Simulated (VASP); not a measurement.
## Mg: single point with PBE

System: Mg, a sheet with vacuum.

```
Mg
1.0
     3.06435    0.00000    0.00000
    -1.53218    2.65381    0.00000
     0.00000    0.00000   29.23643
Mg
2
Direct
  0.33333 0.66667 0.22404
  0.66667 0.33333 0.32322
```

The cell was built from a structure type or drawn by symmetry, and may not be a known phase.

| Quantity | Value |
| --- | --- |
| Program | VASP 6.6.1 |
| Task | single point |
| Functional | PBE |
| Potentials or basis | VASP PAW PBE potentials, release 64 (Mg) |
| Cutoff | 520 eV |
| k mesh | 24 × 24 × 1 |
| Occupations | gaussian, width 0.1 eV |
| Spin | no spin polarisation |
| Dipole correction | yes |
| Further INCAR settings | ALGO = Normal; EDIFF = 1e-06; NBANDS = 9 |

The largest force is 0.140 eV/Å. The band gap on the k mesh is zero (bands 2 and 3 overlap by 1.82 eV).

Forces on the atoms (eV/Å):
```
Mg   0.000  0.000  0.140
Mg   0.000  0.000 -0.140
```

Levels at points of the mesh, in eV from the Fermi level:
| k point | band 1 | band 2 | band 3 | band 4 | band 5 | band 6 | band 7 |
| --- | --- | --- | --- | --- | --- | --- | --- |
| (0.00, 0.00, 0.00) | -6.01 | -4.07 | -0.94 | 1.92 | 3.39 | 3.91 | 3.93 |
| (0.50, 0.00, 0.00) | -0.98 | -0.76 | 0.97 | 1.44 | 4.05 | 4.17 | 6.97 |

It took 2.7 min on 1 thread of Intel(R) Xeon(R) Platinum 8375C CPU @ 2.90GHz (Ice Lake) (shared host), peak memory 0.4 GiB.
